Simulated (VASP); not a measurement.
Wanted: the native input for a VASP 6.6.1 run.

| Property | Result |
| --- | --- |
| Task | electric field gradients |
| Functional | PBE |
| Dispersion | D3(BJ) |
| Potentials or basis | VASP PAW PBE potentials, release 64 (Te, Pb_d) |
| Cutoff | 520 eV |
| k mesh | 10 × 10 × 10 |
| Occupations | fermi-dirac, width 0.03 eV |
| Spin | no spin polarisation |
| Dipole correction | no |
| Further INCAR settings | ALGO = Normal; EDIFF = 1e-08; NBANDS = 17 |

The structure of TePb lies in POSCAR:

```
TePb
1.0
    0.0000000000      3.2536706310      3.2536706310
    3.2536706310      0.0000000000      3.2536706310
    3.2536706310      3.2536706310      0.0000000000
Te Pb
1 1
Direct
    0.5000000000      0.5000000000      0.5000000000
    0.0000000000      0.0000000000      0.0000000000
```

One way to write it, as run:

INCAR

```
PREC = Accurate
ENCUT = 520
EDIFF = 1E-8
ISMEAR = -1
SIGMA = 0.03
LREAL = F
LASPH = T
NELM = 100
ALGO = Normal
ISIF = 2
LWAVE = F
LCHARG = F
GGA = PE
IVDW = 12
LEFG = T
NBANDS = 17
```

KPOINTS

```
Automatic mesh
0
Gamma
  10 10 10
```

Potentials or basis: VASP PAW PBE potentials, release 64 (Te, Pb_d).

The run is started by

```sh
$ cat potpaw_PBE.64/Te/POTCAR potpaw_PBE.64/Pb_d/POTCAR > POTCAR
$ mpirun -np 1 vasp_std > vasp.out
```

It gave:

* Pressure: -0.8 GPa
* Band gap on the k mesh: 0.78 eV, direct
* Dispersion energy per atom: -0.394 eV

Caveat: without QUAD_EFG the Cq values of the log hold for a quadrupole moment of 1 mb, not for the nuclei; spin-orbit coupling is left out, which moves the levels of the heavy elements.

It took 41 s on 1 thread of Intel(R) Xeon(R) Platinum 8488C (Sapphire Rapids) (shared host), peak memory 0.24 GiB.
